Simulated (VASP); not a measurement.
# GaN (m.bgw) (F-43m) in VASP: single point with PBE

Aim: the single point of GaN (m.bgw) with PBE.

All numbers are computed with VASP 6.6.1; they aren't measurements. Logs are shortened: lines on timing, memory, paths and dates and some standing lists are left out, and cuts for length are marked.

### Step 1. The cell of the first run

It takes space group F-43m (No. 216, cubic). The conventional cell has a = 4.549 Å, b = 4.549 Å, c = 4.549 Å, α = 90.00°, β = 90.00°, γ = 90.00°. Within 2.6 Å of Ga (site symmetry -43m) lie 4 N at 1.97 Å. N (site symmetry -43m) has 4 Ga at 1.97 Å within 2.6 Å.

### Step 2. Single point, PBE

INCAR

```
SYSTEM = GaN
ALGO = Normal
EDIFF = 1E-6
ENCUT = 600
GGA = PE
GGA_COMPAT = .FALSE.
ISIF = 2
ISMEAR = 0
LASPH = .TRUE.
LCHARG = .TRUE.
LELF = .TRUE.
LREAL = .FALSE.
LVHAR = .TRUE.
LWAVE = .FALSE.
NBANDS = 16
NELM = 120
PREC = Accurate
SIGMA = 0.01
```

KPOINTS

```
k-points
0
G
  6 6 6
  0 0 0
```

POSCAR

```
GaN
1.0
    0.0000000000      2.2744128246      2.2744128246
    2.2744128246      0.0000000000      2.2744128246
    2.2744128246      2.2744128246      0.0000000000
Ga N
1 1
Direct
    0.0000000000      0.0000000000      0.0000000000
    0.2500000000      0.2500000000      0.2500000000
```

Potentials or basis: VASP PAW PBE potentials, release 64 (Ga_d, N).

On the command line:

```
> cat potpaw_PBE.64/Ga_d/POTCAR potpaw_PBE.64/N/POTCAR > POTCAR
> mpirun -np 1 vasp_std > vasp.out
```

OUTCAR:

```text
SYSTEM = GaN
   EDIFF = 1E-6
   ENCUT = 600
   GGA = PE
   ISIF = 2
   ISMEAR = 0
   LASPH = .TRUE.
   LREAL = .FALSE.
   NELM = 120
   PREC = Accurate

 ion  position               nearest neighbor table
   1  0.000  0.000  0.000-   2 1.97   2 1.97   2 1.97   2 1.97
   2  0.250  0.250  0.250-   1 1.97   1 1.97   1 1.97   1 1.97

  LATTYP: Found a face centered cubic cell.
 ALAT       =     4.5488256492

  Lattice vectors:

 A1 = (   0.0000000000,   2.2744128246,   2.2744128246)
 A2 = (   2.2744128246,   0.0000000000,   2.2744128246)
 A3 = (   2.2744128246,   2.2744128246,   0.0000000000)

Analysis of symmetry for initial positions (statically):
=====================================================================
 Subroutine PRICEL returns:
 Original cell was already a primitive cell.

 Routine SETGRP: Setting up the symmetry group for a
 face centered cubic supercell.

 Subroutine GETGRP returns: Found 24 space group operations
 (whereof 24 operations were pure point group operations)
 out of a pool of 48 trial point group operations.

The static configuration has the point symmetry T_d .

Analysis of symmetry for dynamics (positions and initial velocities):
=====================================================================
 Subroutine PRICEL returns:
 Original cell was already a primitive cell.

 Routine SETGRP: Setting up the symmetry group for a
 face centered cubic supercell.

 Subroutine GETGRP returns: Found 24 space group operations
 (whereof 24 operations were pure point group operations)
 out of a pool of 48 trial point group operations.

The dynamic configuration has the point symmetry T_d .

 Subroutine INISYM returns: Found 24 space group operations
 (whereof 24 operations are pure point group operations),
 and found     1 'primitive' translations

----------------------------------------------------------------------------------------

                                     Primitive cell

  volume of cell :      23.5309

  direct lattice vectors                    reciprocal lattice vectors
     0.000000000  2.274412825  2.274412825    -0.219836959  0.219836959  0.219836959
     2.274412825  0.000000000  2.274412825     0.219836959 -0.219836959  0.219836959
     2.274412825  2.274412825  0.000000000     0.219836959  0.219836959 -0.219836959

  length of vectors
     3.216505463  3.216505463  3.216505463     0.380768783  0.380768783  0.380768783

  position of ions in fractional coordinates (direct lattice)
     0.000000000  0.000000000  0.000000000
     0.250000000  0.250000000  0.250000000

  ion indices of the primitive-cell ions
   primitive index   ion index
                 1           1
                 2           2

----------------------------------------------------------------------------------------

 KPOINTS: k-points

Automatic generation of k-mesh.
 Grid dimensions read from file:
 generate k-points for:    6    6    6

 Generating k-lattice:

  Cartesian coordinates                     Fractional coordinates (reciprocal lattice)
    -0.036639493  0.036639493  0.036639493     0.166666667  0.000000000  0.000000000
     0.036639493 -0.036639493  0.036639493     0.000000000  0.166666667  0.000000000
     0.036639493  0.036639493 -0.036639493     0.000000000  0.000000000  0.166666667

  Length of vectors
     0.063461464  0.063461464  0.063461464

  Shift w.r.t. Gamma in fractional coordinates (k-lattice)
     0.000000000  0.000000000  0.000000000

 Subroutine IBZKPT returns following result:
 ===========================================

 Found     16 irreducible k-points:

 Following reciprocal coordinates:
            Coordinates               Weight
  0.000000  0.000000  0.000000      1.000000
  0.166667  0.000000  0.000000      8.000000
  0.333333  0.000000  0.000000      8.000000
  0.500000  0.000000  0.000000      4.000000
  0.166667  0.166667  0.000000      6.000000
  0.333333  0.166667  0.000000     24.000000
[... 8 lines left out ...]
 -0.333333  0.333333  0.166667     24.000000
 -0.333333  0.500000  0.166667     12.000000
   k-points           NKPTS =     16   k-points in BZ     NKDIM =     16   number of bands    NBANDS=     16
   number of dos      NEDOS =    301   number of ions     NIONS =      2
   total plane-waves  NPLWV =  21952
   dimension x,y,z NGX =    28 NGY =   28 NGZ =   28
   dimension x,y,z NGXF=    56 NGYF=   56 NGZF=   56
   ions per type =               1   1
   NGX,Y,Z   is equivalent  to a cutoff of  14.47, 14.47, 14.47 a.u.
   NGXF,Y,Z  is equivalent  to a cutoff of  28.94, 28.94, 28.94 a.u.
 SYSTEM =  GaN
   PREC   = accura    normal or accurate (medium, high low for compatibility)
   ISTART =      0    job   : 0-new  1-cont  2-samecut
   ICHARG =      2    charge: 1-file 2-atom 10-const
   ISPIN  =      1    spin polarized calculation?
   LNONCOLLINEAR =      F non collinear calculations
   LSORBIT =      F    spin-orbit coupling
   LASPH  =      T    aspherical Exc in radial PAW
   ENCUT  =  600.0 eV  44.10 Ry    6.64 a.u.   6.42  6.42  6.42*2*pi/ulx,y,z
   NELM   =    120;   NELMIN=  2; NELMDL= -5     # of ELM steps
   EDIFF  = 0.1E-05   stopping-criterion for ELM
   LREAL  =      F    real-space projection
   EDIFFG = 0.1E-04   stopping-criterion for IOM
   NSW    =      0    number of steps for IOM
   IBRION =     -1    ionic relax: 0-MD 1-quasi-New 2-CG
   NFREE  =      0    steps in history (QN), initial steepest desc. (CG)
   ISIF   =      2    stress and relaxation
   ISYM   =      2    0-nonsym 1-usesym 2-fastsym
   POTIM  = 0.5000    time-step for ionic-motion
   TEBEG  =    0.0;   TEEND  =   0.0 temperature during run
   PSTRESS=    0.0 pullay stress
   NELECT =      18.0000    total number of electrons
   NUPDOWN=      -1.0000    fix difference up-down
   EMIN   =  10.00;   EMAX   =-10.00  energy-range for DOS
   EFERMI =   0.00;   METHOD = LEGACY
   ISMEAR =     0;   SIGMA  =   0.01  broadening in eV -4-tet -1-fermi 0-gaus
   EFERMI_NEDOS =   21; number of points for ismear=-14 and -15
   IALGO  =     38    algorithm
   IMIX   =      4    mixing-type and parameters
     AMIX     =   0.40;   BMIX     =  1.00
     AMIX_MAG =   1.60;   BMIX_MAG =  1.00
  volume/ion in A,a.u.               =      11.77        79.40
  Fermi-wavevector in a.u.,A,eV,Ry     =   1.497223  2.829340 30.499847  2.241675
  Thomas-Fermi vector in A             =   2.609138
   LORBIT       =      0    0 simple, 1 ext, 2 COOP (PROOUT), +10 PAW based schemes
   GGA     = PE    functional components
   LHFCALC =     F    Hartree Fock is set to
   AEXX    =    0.0000 exact exchange contribution
   IVDW    =     0    specifies the selected vdW correction
   LEPSILON=     F    determine dielectric tensor
   LRPA    =     F    only Hartree local field effects (RPA)
 non-spin polarized calculation
 Gauss-broadening in eV      SIGMA  =   0.01
  energy-cutoff  :      600.00
  volume of cell :       23.53
 maximum number of plane-waves:       797
 NGX is ok and might be reduce to    28
   NGX = 13   NGY = 13   NGZ = 13

 number of electron      18.0000002 magnetization

 Free energy of the ion-electron system (eV)
  ---------------------------------------------------
  ext. energy  EPLUGINS =         0.00000000
  ---------------------------------------------------
  free energy    TOTEN  =       -12.15037796 eV

  energy without entropy =      -12.15037796  energy(sigma->0) =      -12.15037796

 E-fermi :   5.0955     XC(G=0): -11.5184

 val. band max:        4.9896785841   @ k =   0.0000   0.0000   0.0000
 cond. band min:       6.5330893447   @ k =   0.0000   0.0000   0.0000
 fundamental gap:      1.5434107606
 Fermi energy:         5.0954959822

 k-point     1 :       0.0000    0.0000    0.0000
  band No.  band energies     occupation
      1     -10.7133      2.00000
      2      -8.4383      2.00000
      3      -8.4383      2.00000
      4      -8.4383      2.00000
      5      -8.1458      2.00000
      6      -8.1458      2.00000
[... 8 lines left out ...]
     15      23.6307      0.00000
     16      23.6307      0.00000

 k-point     2 :       0.1667    0.0000    0.0000
  band No.  band energies     occupation
      1     -10.4481      2.00000
      2      -8.4071      2.00000
      3      -8.4071      2.00000
      4      -8.3049      2.00000
      5      -8.1470      2.00000
      6      -8.1470      2.00000
[... 8 lines left out ...]
     15      21.7189      0.00000
     16      21.7189      0.00000

 k-point     3 :       0.3333    0.0000    0.0000
  band No.  band energies     occupation
      1     -10.0262      2.00000
      2      -8.3657      2.00000
      3      -8.3657      2.00000
      4      -8.1263      2.00000
      5      -8.1263      2.00000
      6      -7.6384      2.00000
[... 8 lines left out ...]
     15      22.4233      0.00000
     16      22.4233      0.00000

 k-point     4 :       0.5000    0.0000    0.0000
  band No.  band energies     occupation
      1      -9.8981      2.00000
      2      -8.3578      2.00000
      3      -8.3578      2.00000
      4      -8.1021      2.00000
      5      -8.1021      2.00000
      6      -6.8960      2.00000
[... 8 lines left out ...]
     15      24.3187      0.00000
     16      24.3187      0.00000
[... 172 lines left out ...]
 k-point    14 :       0.5000    0.3333    0.1667
  band No.  band energies     occupation
      1      -9.8359      2.00000
      2      -8.3141      2.00000
      3      -8.2923      2.00000
      4      -8.1982      2.00000
      5      -8.1113      2.00000
      6      -7.0033      2.00000
[... 8 lines left out ...]
     15      24.5693      0.00000
     16      26.9482      0.00000

 k-point    15 :      -0.3333    0.3333    0.1667
  band No.  band energies     occupation
      1      -9.7767      2.00000
      2      -8.3262      2.00000
      3      -8.2656      2.00000
      4      -8.1663      2.00000
      5      -8.1238      2.00000
      6      -6.4155      2.00000
[... 8 lines left out ...]
     15      23.6166      0.00000
     16      27.3641      0.00000

 k-point    16 :      -0.3333    0.5000    0.1667
  band No.  band energies     occupation
      1      -9.7484      2.00000
      2      -8.3148      2.00000
      3      -8.2520      2.00000
      4      -8.1526      2.00000
      5      -8.1088      2.00000
      6      -6.2714      2.00000
[... 8 lines left out ...]
     15      25.3660      0.00000
     16      27.5257      0.00000

------------------------ aborting loop because EDIFF is reached ----------------------------------------

  FORCE on cell =-STRESS in cart. coord.  units (eV):
  Direction    XX          YY          ZZ          XY          YZ          ZX
  --------------------------------------------------------------------------------------
  -------------------------------------------------------------------------------------
  Total       -0.0189170     -0.0189170     -0.0189170     -0.0000000      0.0000000     -0.0000000
  in kB       -1.2880256     -1.2880256     -1.2880256     -0.0000000      0.0000000     -0.0000000
  external PRESSURE =      -1.2880256 kB  Pullay stress =       0.0000000 kB

 VOLUME and BASIS-vectors are now :
 -----------------------------------------------------------------------------
  energy-cutoff  :      600.00
  volume of cell :       23.53
      direct lattice vectors                 reciprocal lattice vectors
     0.000000000  2.274412825  2.274412825    -0.219836959  0.219836959  0.219836959
     2.274412825  0.000000000  2.274412825     0.219836959 -0.219836959  0.219836959
     2.274412825  2.274412825  0.000000000     0.219836959  0.219836959 -0.219836959

 POSITION                                       TOTAL-FORCE (eV/Angst)
 -----------------------------------------------------------------------------------
      0.00000      0.00000      0.00000         0.000000     -0.000000     -0.000000
      1.13721      1.13721      1.13721        -0.000000      0.000000      0.000000
 -----------------------------------------------------------------------------------
    total drift:                                0.000000      0.000000      0.000000

  FREE ENERGIE OF THE ION-ELECTRON SYSTEM (eV)
  ---------------------------------------------------
  free  energy   TOTEN  =       -12.1503779639 eV

  energy  without entropy=      -12.1503779639  energy(sigma->0) =      -12.15037796
```

It took 16 s on 1 thread of Intel Xeon 8259CL, shared host; peak memory 0.16 GiB.

What came out:

* Free energy: -12.1504 eV
* Pressure: -0.1 GPa
* Band gap on the k mesh: 1.54 eV, direct

Levels at points of the mesh, in eV from the valence-band top:
```csv
k point,band 5,band 6,band 7,band 8,band 9,band 10,band 11,band 12,band 13,band 14
"(0.00, 0.00, 0.00)",-13.14,-13.14,0.00,0.00,0.00,1.54,10.12,10.12,10.12,17.23
"(0.50, 0.00, 0.00)",-13.09,-11.89,-6.86,-0.93,-0.93,4.45,8.59,10.22,10.22,15.40
"(0.50, 0.50, 0.00)",-13.06,-11.46,-6.01,-2.61,-2.61,3.34,6.49,11.52,13.67,13.67
```

PBE gaps usually lie below the measured ones, often by a third to a half.
